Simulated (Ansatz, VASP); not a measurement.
**Two plane-wave programs on MgH2**

The input INCAR:

```
ALGO = Normal
EDIFF = 1E-6
EDIFFG = -0.005
ENCUT = 600
GGA = CA
IBRION = 2
ISIF = 3
ISMEAR = 0
LASPH = True
LCHARG = False
LREAL = False
LWAVE = False
NELM = 100
NSW = 100
PREC = Accurate
SIGMA = 0.02
```

File KPOINTS:

```
k-points
0
Gamma
  6 6 8
```

The input POSCAR:

```
MgH2
1.0
    4.5168000000      0.0000000000      0.0000000000
    0.0000000000      4.5168000000      0.0000000000
    0.0000000000      0.0000000000      3.0205000000
Mg H
2 4
Direct
    0.0000000000      0.0000000000      0.0000000000
    0.5000000000      0.5000000000      0.5000000000
    0.3060000000      0.3060000000      0.0000000000
    0.1940000000      0.8060000000      0.5000000000
    0.6940000000      0.6940000000      0.0000000000
    0.8060000000      0.1940000000      0.5000000000
```

Input for Ansatz:

```yaml
crystal:
  lattice:
    - [4.5168, 0.0, 0.0]
    - [0.0, 4.5168, 0.0]
    - [0.0, 0.0, 3.0205]
  atoms:
    - { symbol: Mg, position: [0.0, 0.0, 0.0] }
    - { symbol: Mg, position: [0.5, 0.5, 0.5] }
    - { symbol: H, position: [0.306, 0.306, 0.0] }
    - { symbol: H, position: [0.194, 0.806, 0.5] }
    - { symbol: H, position: [0.694, 0.694, 0.0] }
    - { symbol: H, position: [0.806, 0.194, 0.5] }
basis:
  ecutwfc: 420
kpoints:
  mp_grid: { grid: [6, 6, 8] }
hamiltonian:
  xc: lda
scf:
  occupations: { method: gaussian, width: 0.02 }
output:
  forces: true
  stress: true
  eigenvalues: true
  write_density: true
  write_potential: true
  elf: true
  volumetric_format: npy
relax:
  adjacent_minimum: "off"
  f_tol: 0.005
  max_steps: 80
  cell: { stress_tol: 0.05 }
```

Alike in both runs: task relaxation of cell and atoms; functional LDA; k mesh 6 × 6 × 8; occupations gaussian, width 0.02 eV; no spin polarisation.

```csv
,VASP,Ansatz
version,VASP 6.6.1,Ansatz 0.2.0
potentials or method,"VASP PAW LDA potentials, release 64 (Mg, H), cutoff 600 eV","scalar-relativistic, plane waves, PAW"
valence electrons in the cell,8,24
```

|  | VASP | Ansatz | Ansatz less VASP |
| --- | --- | --- | --- |
| gap on the k mesh at the Fermi level, each at its own relaxed structure (eV) | 3.52 | 3.51 | -0.009 |
| relaxed volume (Å³/atom) | 9.65 | 9.72 | +0.070 |
| relaxed length of the cell vector where the two differ most in proportion (Å) | 4.417 | 4.428 | +0.0115 |

LDA's correlation is that of Perdew and Zunger in VASP and of Perdew and Wang (1992) in Ansatz. VASP's potentials hold 8 valence electrons a cell and Ansatz's 24, so a difference there can come from the potentials and not from the codes.
